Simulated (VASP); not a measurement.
The system is Cr.

```
CELL_PARAMETERS angstrom
2.88400 0.00000 0.00000
0.00000 2.88400 0.00000
0.00000 0.00000 2.88400
ATOMIC_POSITIONS crystal
Cr 0.00000 0.00000 0.00000
Cr 0.50000 0.50000 0.50000
```

| Property | Result |
| --- | --- |
| Program | VASP 6.6.1 |
| Task | relaxation of volume and atoms at fixed shape |
| Functional | PBEsol |
| Potentials or basis | VASP PAW PBE potentials, release 64 (Cr_pv) |
| Cutoff | 600 eV |
| k mesh | 18 × 18 × 18 |
| Occupations | methfessel-paxton, width 0.1 eV |
| Spin | collinear spin, antiferromagnetic start |
| Starting moments | [1.0, -1.0] μB |

At the start: pressure -13.4 GPa; volume 11.99 Å³/atom.

Problem. How do energy, volume and symmetry change on relaxing?

Solution. Over 7 steps the energy falls by 36.4 meV/atom and the volume is 11.12 Å³/atom (-7.3 %); space group Im-3m (No. 229, to 0.1 Å) before and after; moment 0.00 μB per cell.

The path:
```csv
step,energy change (eV),largest force (eV/Å),pressure (GPa),volume (Å³)
1,0.0000,0.0000,-13.43,23.99
2,0.0387,0.0000,24.11,20.66
3,-0.0721,0.0000,-1.65,22.37
4,-0.0727,0.0000,-0.30,22.25
5,-0.0727,0.0000,0.26,22.21
6,-0.0727,0.0000,-0.32,22.26
7,-0.0728,0.0000,0.00,22.23
```

Final structure:
```
CELL_PARAMETERS angstrom
2.81188 0.00000 0.00000
0.00000 2.81188 0.00000
0.00000 0.00000 2.81188
ATOMIC_POSITIONS crystal
Cr 0.00000 0.00000 0.00000
Cr 0.50000 0.50000 0.50000
```

Caveat: the PAW data sets were made with another functional, which shifts forces and pressure a little.
